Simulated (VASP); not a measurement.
Input of a VASP 6.6.1 run:

File INCAR:

```
  PREC = Accurate
  ENCUT = 520
  EDIFF = 1E-6
  ISMEAR = 0
  SIGMA = 0.02
  LREAL = Auto
  LASPH = True
  NELM = 80
  ALGO = Normal
  ISIF = 2
  LWAVE = False
  LCHARG = False
  GGA = CA
  NBANDS = 48
```

Contents of KPOINTS:

```
regular mesh
0
Gamma
  2 2 2
```

The input POSCAR:

```
Si
1.0
    0.0000000000      5.4300000000      5.4300000000
    5.4300000000      0.0000000000      5.4300000000
    5.4300000000      5.4300000000      0.0000000000
Si
17
Direct
    0.0009094843      0.0006888582     -0.0120118785
    0.1389719153      0.1391299263      0.0827507366
    0.0143706262      0.0135153775      0.4581085635
    0.1198809392      0.1210825967      0.6161623389
    0.0009815838      0.5104333333     -0.0123340700
    0.1137445672      0.6294383057      0.1271745856
   -0.0252023020      0.5126941989      0.4990562615
    0.1205964088      0.6422588398      0.6158606814
    0.5101891344      0.0006220994     -0.0115850829
    0.6296162983      0.1129356354      0.1279336096
    0.5124941068     -0.0242412523      0.5000145488
    0.6433947514      0.1202726519      0.6165706262
    0.4839325967      0.4832539595      0.0492093923
    0.6296813996      0.6293813996      0.1275917127
    0.5132945672      0.5117732044      0.4995802026
    0.6092178637      0.6096550645      0.6716355433
    0.3318380295      0.3321660221      0.5039201657
```

Potentials or basis: VASP PAW LDA potentials, release 64 (Si).

Launch:

```console
$ cat potpaw_LDA.64/Si/POTCAR > POTCAR
$ mpirun -np 1 vasp_std > vasp.out
```

(1) Predict the band gap on the k mesh.

(2) Predict the largest force.

Answers

(1) 0.03 eV.

(2) 0.166 eV/Å.

Caveat: the k points lie up to 0.50 Å⁻¹ apart.
